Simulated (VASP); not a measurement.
Ta4Br:

```
CELL_PARAMETERS angstrom
-2.89482 2.89482 2.89482
2.89482 -2.89482 2.89482
2.89482 2.89482 -2.89482
ATOMIC_POSITIONS crystal
Ta 0.00000 0.00000 0.50000
Ta 0.50000 0.00000 0.00000
Ta 0.50000 0.50000 0.50000
Ta 0.00000 0.50000 0.00000
Br 0.00000 0.00000 0.00000
```

The cell was generated, and may not be a known phase.

```yaml
Program: VASP 6.6.1
Task: relaxation of cell and atoms
Functional: PBE
Potentials_or_basis: VASP PAW PBE potentials, release 64 (Ta_pv, Br)
Cutoff: 600 eV
k_mesh: 4 × 4 × 4
Occupations: gaussian, width 0.1 eV
Spin: no spin polarisation
```

At the start: pressure 11.3 GPa; volume 19.41 Å³/atom.

Question: Where does the relaxation end?

Answer: Over 4 steps the energy falls by 46.0 meV/atom and the volume is 20.79 Å³/atom (+7.1 %); space group Im-3m (No. 229, to 0.1 Å) before and after.

Step by step:
```tsv
step	energy change (eV)	largest force (eV/Å)	pressure (GPa)	volume (Å³)
1	0.0000	0.0000	11.34	97.03
2	0.4117	0.0000	-13.24	117.63
3	-0.2297	0.0000	-0.34	104.15
4	-0.2300	0.0000	-0.03	103.93
```

Final structure:
```xyz
5
Lattice="-2.9618 2.9618 2.9618 2.9618 -2.9618 2.9618 2.9618 2.9618 -2.9618" Properties=species:S:1:pos:R:3 pbc="T T T"
Ta    1.4809    1.4809   -1.4809
Ta   -1.4809    1.4809    1.4809
Ta    1.4809    1.4809    1.4809
Ta    1.4809   -1.4809    1.4809
Br    0.0000    0.0000    0.0000
```

Caveat: the k points lie up to 0.38 Å⁻¹ apart in the final cell, too coarse for converged energies and pressures of a metal; an odd number of electrons without spin polarisation forces a metal; a magnetic or distorted state may lie lower.
